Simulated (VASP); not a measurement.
# Co (P6_3/mmc) in VASP: notebook

Runs on Co. Level: PBE. Tasks: single point.

All numbers are computed with VASP 6.6.1; they aren't measurements. Logs are shortened: lines on timing, memory, paths and dates and some standing lists are left out, and cuts for length are marked.

## 1. The cell of the first run

It takes space group P6_3/mmc (No. 194, hexagonal). The conventional cell has a = 2.494 Å, b = 2.494 Å, c = 4.028 Å, α = 90.00°, β = 90.00°, γ = 120.00°. Co (site symmetry -6m2) has 12 Co at 2.48 to 2.49 Å within 3.3 Å.

## 2. Single point, PBE, collinear spin, ferromagnetic start

INCAR reads:

```
SYSTEM = Co
ALGO = Normal
EDIFF = 1E-6
ENCUT = 690
GGA = PE
GGA_COMPAT = .False.
ISIF = 2
ISMEAR = -1
ISPIN = 2
LASPH = .True.
LCHARG = .False.
LMAXMIX = 4
LORBIT = 11
LREAL = .False.
LWAVE = .False.
MAGMOM = 1.69 1.69
NBANDS = 28
NELM = 200
PREC = Accurate
SIGMA = 0.05
```

KPOINTS reads:

```
k-points
0
Gamma
  5 5 3
  0 0 0
```

POSCAR reads:

```
Co
1.0
    2.4935221926      0.0000000000      0.0000000000
   -1.2467610963      2.1594535637      0.0000000000
    0.0000000000      0.0000000000      4.0277844638
Co
2
Direct
    0.3333333333      0.6666666667      0.2500000000
    0.6666666667      0.3333333333      0.7500000000
```

Potentials or basis: VASP PAW PBE potentials, release 64 (Co_sv).

Started as:

```
$ cat potpaw_PBE.64/Co_sv/POTCAR > POTCAR
$ mpirun -np 1 vasp_std > vasp.out
```

OUTCAR:

```text
SYSTEM = Co
   EDIFF = 1E-6
   ENCUT = 690
   GGA = PE
   ISIF = 2
   ISMEAR = -1
   ISPIN = 2
   LASPH = .True.
   LORBIT = 11
   LREAL = .False.
   NELM = 200
   PREC = Accurate

 ion  position               nearest neighbor table
   1  0.333  0.667  0.250-   2 2.48   2 2.48   2 2.48   2 2.48   2 2.48   2 2.48
   2  0.667  0.333  0.750-   1 2.48   1 2.48   1 2.48   1 2.48   1 2.48   1 2.48

  LATTYP: Found a hexagonal cell.
 ALAT       =     2.4935221926
 C/A-ratio  =     1.6152992244

  Lattice vectors:

 A1 = (   2.4935221926,   0.0000000000,   0.0000000000)
 A2 = (  -1.2467610963,   2.1594535637,   0.0000000000)
 A3 = (   0.0000000000,   0.0000000000,   4.0277844638)

Analysis of symmetry for initial positions (statically):
=====================================================================
 Subroutine PRICEL returns:
 Original cell was already a primitive cell.

 Routine SETGRP: Setting up the symmetry group for a
 hexagonal supercell.

 Subroutine GETGRP returns: Found 24 space group operations
 (whereof 12 operations were pure point group operations)
 out of a pool of 24 trial point group operations.

The static configuration has the point symmetry D_3d.
 The point group associated with its full space group is D_6h.

Analysis of symmetry for dynamics (positions and initial velocities):
=====================================================================
 Subroutine PRICEL returns:
 Original cell was already a primitive cell.

 Routine SETGRP: Setting up the symmetry group for a
 hexagonal supercell.

 Subroutine GETGRP returns: Found 24 space group operations
 (whereof 12 operations were pure point group operations)
 out of a pool of 24 trial point group operations.

The dynamic configuration has the point symmetry D_3d.
 The point group associated with its full space group is D_6h.

Analysis of structural, dynamic, and magnetic symmetry:
=====================================================================
 Subroutine PRICEL returns:
 Original cell was already a primitive cell.

 Routine SETGRP: Setting up the symmetry group for a
 hexagonal supercell.

 Subroutine GETGRP returns: Found 24 space group operations
 (whereof 12 operations were pure point group operations)
 out of a pool of 24 trial point group operations.

The overall configuration has the point symmetry D_3d.
 The point group associated with its full space group is D_6h.

 Subroutine INISYM returns: Found 24 space group operations
 (whereof 12 operations are pure point group operations),
 and found     1 'primitive' translations

----------------------------------------------------------------------------------------

                                     Primitive cell

  volume of cell :      21.6882

  direct lattice vectors                    reciprocal lattice vectors
     2.493522193  0.000000000  0.000000000     0.401039142  0.231540056  0.000000000
    -1.246761096  2.159453564  0.000000000     0.000000000  0.463080113  0.000000000
     0.000000000  0.000000000  4.027784464     0.000000000  0.000000000  0.248275450

  length of vectors
     2.493522193  2.493522193  4.027784464     0.463080113  0.463080113  0.248275450

  position of ions in fractional coordinates (direct lattice)
     0.333333333  0.666666667  0.250000000
     0.666666667  0.333333333  0.750000000

  ion indices of the primitive-cell ions
   primitive index   ion index
                 1           1
                 2           2

----------------------------------------------------------------------------------------

 KPOINTS: k-points

Automatic generation of k-mesh.
 Grid dimensions read from file:
 generate k-points for:    5    5    3

 Generating k-lattice:

  Cartesian coordinates                     Fractional coordinates (reciprocal lattice)
     0.080207828  0.046308011  0.000000000     0.200000000  0.000000000  0.000000000
     0.000000000  0.092616023  0.000000000     0.000000000  0.200000000  0.000000000
     0.000000000  0.000000000  0.082758483     0.000000000  0.000000000  0.333333333

  Length of vectors
     0.092616023  0.092616023  0.082758483

  Shift w.r.t. Gamma in fractional coordinates (k-lattice)
     0.000000000  0.000000000  0.000000000

 Subroutine IBZKPT returns following result:
 ===========================================

 Found     10 irreducible k-points:

 Following reciprocal coordinates:
            Coordinates               Weight
  0.000000  0.000000  0.000000      1.000000
  0.200000 -0.000000  0.000000      6.000000
  0.400000 -0.000000  0.000000      6.000000
  0.200000  0.200000  0.000000      6.000000
  0.400000  0.200000  0.000000      6.000000
  0.000000  0.000000  0.333333      2.000000
  0.200000 -0.000000  0.333333     12.000000
  0.400000 -0.000000  0.333333     12.000000
  0.200000  0.200000  0.333333     12.000000
  0.400000  0.200000  0.333333     12.000000
   k-points           NKPTS =     10   k-points in BZ     NKDIM =     10   number of bands    NBANDS=     28
   number of dos      NEDOS =    301   number of ions     NIONS =      2
   total plane-waves  NPLWV =  20736
   dimension x,y,z NGX =    24 NGY =   24 NGZ =   36
   dimension x,y,z NGXF=    48 NGYF=   48 NGZF=   72
   ions per type =               2
   NGX,Y,Z   is equivalent  to a cutoff of  16.00, 16.00, 14.86 a.u.
   NGXF,Y,Z  is equivalent  to a cutoff of  32.00, 32.00, 29.72 a.u.
 SYSTEM =  Co
   PREC   = accura    normal or accurate (medium, high low for compatibility)
   ISTART =      0    job   : 0-new  1-cont  2-samecut
   ICHARG =      2    charge: 1-file 2-atom 10-const
   ISPIN  =      2    spin polarized calculation?
   LNONCOLLINEAR =      F non collinear calculations
   LSORBIT =      F    spin-orbit coupling
   LASPH  =      T    aspherical Exc in radial PAW
   ENCUT  =  690.0 eV  50.71 Ry    7.12 a.u.   5.34  5.34  8.63*2*pi/ulx,y,z
   NELM   =    200;   NELMIN=  2; NELMDL= -5     # of ELM steps
   EDIFF  = 0.1E-05   stopping-criterion for ELM
   LREAL  =      F    real-space projection
   EDIFFG = 0.1E-04   stopping-criterion for IOM
   NSW    =      0    number of steps for IOM
   IBRION =     -1    ionic relax: 0-MD 1-quasi-New 2-CG
   NFREE  =      0    steps in history (QN), initial steepest desc. (CG)
   ISIF   =      2    stress and relaxation
   ISYM   =      2    0-nonsym 1-usesym 2-fastsym
   POTIM  = 0.5000    time-step for ionic-motion
   TEBEG  =    0.0;   TEEND  =   0.0 temperature during run
   PSTRESS=    0.0 pullay stress
   NELECT =      34.0000    total number of electrons
   NUPDOWN=      -1.0000    fix difference up-down
   EMIN   =  10.00;   EMAX   =-10.00  energy-range for DOS
   EFERMI =   0.00;   METHOD = LEGACY
   ISMEAR =    -1;   SIGMA  =   0.05  broadening in eV -4-tet -1-fermi 0-gaus
   EFERMI_NEDOS =   21; number of points for ismear=-14 and -15
   IALGO  =     38    algorithm
   IMIX   =      4    mixing-type and parameters
     AMIX     =   0.40;   BMIX     =  1.00
     AMIX_MAG =   1.60;   BMIX_MAG =  1.00
  volume/ion in A,a.u.               =      10.84        73.18
  Fermi-wavevector in a.u.,A,eV,Ry     =   1.901779  3.593841 49.209048  3.616763
  Thomas-Fermi vector in A             =   2.940586
   LORBIT       =     11    0 simple, 1 ext, 2 COOP (PROOUT), +10 PAW based schemes
   GGA     = PE    functional components
   LHFCALC =     F    Hartree Fock is set to
   AEXX    =    0.0000 exact exchange contribution
   IVDW    =     0    specifies the selected vdW correction
   LEPSILON=     F    determine dielectric tensor
   LRPA    =     F    only Hartree local field effects (RPA)
 spin polarized calculation
  energy-cutoff  :      690.00
  volume of cell :       21.69
 maximum number of plane-waves:       905
 NGX is ok and might be reduce to    24
   NGX = 11   NGY = 11   NGZ = 17

 number of electron      34.0000011 magnetization       3.5436847

 Free energy of the ion-electron system (eV)
  ---------------------------------------------------
  ext. energy  EPLUGINS =         0.00000000
  ---------------------------------------------------
  free energy    TOTEN  =       -14.20227403 eV

  energy without entropy =      -14.18935133  energy(sigma->0) =      -14.19581268

 E-fermi :  11.9763     XC(G=0): -13.9112

 val. band max:       11.8945784343   @ k =   0.0000   0.0000   0.0000
 cond. band min:      12.0868414333   @ k =   0.4000  -0.0000   0.3333
 fundamental gap:      0.1922629990
 Fermi energy:        11.9763471232

 spin component 1

 k-point     1 :       0.0000    0.0000    0.0000
  band No.  band energies     occupation
      1     -84.1463      1.00000
      2     -84.0895      1.00000
      3     -47.5525      1.00000
      4     -47.2468      1.00000
      5     -47.2468      1.00000
      6     -47.2238      1.00000
[... 20 lines left out ...]
     27      37.5954      0.00000
     28      37.5954      0.00000
[... 249 lines left out ...]
 k-point    10 :       0.4000    0.2000    0.3333
  band No.  band energies     occupation
      1     -84.0838      1.00000
      2     -84.0780      1.00000
      3     -47.4858      1.00000
      4     -47.4624      1.00000
      5     -47.3745      1.00000
      6     -47.3316      1.00000
[... 20 lines left out ...]
     27      36.3179      0.00000
     28      38.7240      0.00000
 Fermi energy:        11.9763471232

 spin component 2

 k-point     1 :       0.0000    0.0000    0.0000
  band No.  band energies     occupation
      1     -81.9580      1.00000
      2     -81.8968      1.00000
      3     -45.4585      1.00000
      4     -45.0996      1.00000
      5     -45.0971      1.00000
      6     -45.0971      1.00000
[... 20 lines left out ...]
     27      38.0488      0.00000
     28      38.0488      0.00000
[... 249 lines left out ...]
 k-point    10 :       0.4000    0.2000    0.3333
  band No.  band energies     occupation
      1     -81.8907      1.00000
      2     -81.8845      1.00000
      3     -45.3673      1.00000
      4     -45.3412      1.00000
      5     -45.2431      1.00000
      6     -45.1961      1.00000
[... 20 lines left out ...]
     27      36.6525      0.00000
     28      39.0015      0.00000

------------------------ aborting loop because EDIFF is reached ----------------------------------------

  FORCE on cell =-STRESS in cart. coord.  units (eV):
  Direction    XX          YY          ZZ          XY          YZ          ZX
  --------------------------------------------------------------------------------------
  -------------------------------------------------------------------------------------
  Total        0.3225644      0.3225644     -0.2752692      0.0000000      0.0000000      0.0000000
  in kB       23.8288826     23.8288826    -20.3350315      0.0000000      0.0000000      0.0000000
  external PRESSURE =       9.1075779 kB  Pullay stress =       0.0000000 kB

 VOLUME and BASIS-vectors are now :
 -----------------------------------------------------------------------------
  energy-cutoff  :      690.00
  volume of cell :       21.69
      direct lattice vectors                 reciprocal lattice vectors
     2.493522193  0.000000000  0.000000000     0.401039142  0.231540056  0.000000000
    -1.246761096  2.159453564  0.000000000     0.000000000  0.463080113  0.000000000
     0.000000000  0.000000000  4.027784464     0.000000000  0.000000000  0.248275450

 POSITION                                       TOTAL-FORCE (eV/Angst)
 -----------------------------------------------------------------------------------
     -0.00000      1.43964      1.00695        -0.000000      0.000000      0.000000
      1.24676      0.71982      3.02084         0.000000     -0.000000      0.000000
 -----------------------------------------------------------------------------------
    total drift:                               -0.000000      0.000000     -0.000000

  FREE ENERGIE OF THE ION-ELECTRON SYSTEM (eV)
  ---------------------------------------------------
  free  energy   TOTEN  =       -14.2022740264 eV

  energy  without entropy=      -14.1893513305  energy(sigma->0) =      -14.19581268

 total charge

# of ion       s       p       d       tot
------------------------------------------
    1        2.248   6.123   6.681  15.053
    2        2.248   6.123   6.681  15.053
--------------------------------------------------
tot          4.497  12.246  13.363  30.106

 magnetization (x)

# of ion       s       p       d       tot
------------------------------------------
    1        0.000  -0.002   1.797   1.795
    2        0.000  -0.002   1.797   1.795
--------------------------------------------------
tot          0.000  -0.005   3.595   3.590
```

It took 18 s on 1 thread of AMD EPYC 7R13 (Zen 3), shared host; peak memory 0.13 GiB.

Results:

| Quantity | Value |
| --- | --- |
| Free energy | -14.2023 eV |
| Pressure | 0.9 GPa |
| Net moment | 3.54 μB per cell |
| Site moments | Co +1.79 μB |
| Valence electrons inside the program's atomic spheres | Co 15.05 |

Stress tensor (GPa, compression positive):
```
 2.38  0.00  0.00
 0.00  2.38  0.00
 0.00  0.00 -2.03
```

Levels at points of the mesh, in eV from the Fermi level:
Spin up:
```tsv
k point	band 15	band 16	band 17	band 18	band 19	band 20	band 21	band 22	band 23	band 24
(0.00, 0.00, 0.00)	-2.30	-1.98	-1.98	-0.87	-0.87	-0.17	6.32	21.80	24.31	24.31
```
Spin down:
| k point | band 12 | band 13 | band 14 | band 15 | band 16 | band 17 | band 18 | band 19 |
| --- | --- | --- | --- | --- | --- | --- | --- | --- |
| (0.00, 0.00, 0.00) | -0.83 | -0.83 | -0.46 | -0.46 | -0.14 | -0.08 | -0.08 | 1.15 |

Caveat: the k points lie up to 0.58 Å⁻¹ apart.

[end of part 1 of 2]
